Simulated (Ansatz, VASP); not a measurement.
## C in VASP and in Ansatz

Contents of POSCAR:

```
C
1.0
    0.0000000000      1.8183469191      1.8183469191
    1.8183469191      0.0000000000      1.8183469191
    1.8183469191      1.8183469191      0.0000000000
C
2
Direct
    0.7500000000      0.7500000000      0.7500000000
    0.5000000000      0.5000000000      0.5000000000
```

File INCAR.step1:

```
  ALGO = Normal
  EDIFF = 1E-5
  ENCUT = 520
  GGA = PE
  ISIF = 2
  ISMEAR = -1
  LASPH = True
  LREAL = False
  LWAVE = True
  NBANDS = 11
  NELM = 100
  PREC = Accurate
  SIGMA = 0.05
```

File INCAR.step2:

```
  AEXX = 0.25
  ALGO = Normal
  EDIFF = 1E-6
  ENCUT = 520
  GGA = PE
  ISIF = 2
  ISMEAR = -1
  ISTART = 1
  LASPH = True
  LCHARG = True
  LELF = True
  LHFCALC = True
  LREAL = False
  LVHAR = True
  LWAVE = False
  NBANDS = 11
  NELM = 100
  PREC = Accurate
  PRECFOCK = Normal
  SIGMA = 0.05
```

The input KPOINTS:

```
k-points
0
Gamma
  7 7 7
```

Contents of input.yaml:

```yaml
crystal:
  lattice:
    - [0.0, 1.8183469191, 1.8183469191]
    - [1.8183469191, 0.0, 1.8183469191]
    - [1.8183469191, 1.8183469191, 0.0]
  atoms:
    - { symbol: C, position: [0.75, 0.75, 0.75] }
    - { symbol: C, position: [0.5, 0.5, 0.5] }
hamiltonian:
  xc: pbe0
  pseudopotentials: { kind: paw }
kpoints:
  mp_grid: { grid: [7, 7, 7] }
scf:
  occupations: { method: fermi_dirac, width: 0.05 }
output:
  forces: true
  stress: true
  eigenvalues: true
  write_density: true
  write_potential: true
  elf: true
  volumetric_format: npy
```

Alike in both runs: task single point; functional PBE0; k mesh 7 × 7 × 7; occupations fermi-dirac, width 0.05 eV; no spin polarisation.

|  | VASP | Ansatz |
| --- | --- | --- |
| version | VASP 6.6.1 | Ansatz 0.2.0 |
| potentials or method | VASP PAW PBE potentials, release 64 (C) | Ansatz PAW |
| plane-wave cutoff (eV) | 520 | 420 |
| valence electrons in the cell | 8 | 8 |

VASP gave:

| Property | Result |
| --- | --- |
| gap on the k mesh at the Fermi level (eV) | 6.04 |
| least direct gap on the mesh (eV) | 7.55 |

Question: Estimate Ansatz's values.

Answer: gap on the k mesh at the Fermi level (eV): 6.03; least direct gap on the mesh (eV): 7.53.

The k mesh is coarse, so the values compare programs but aren't converged. Noted on Ansatz's run: odd divisions of the mesh miss points on the zone boundary, where band edges often lie, so the gap on the mesh can be too wide.
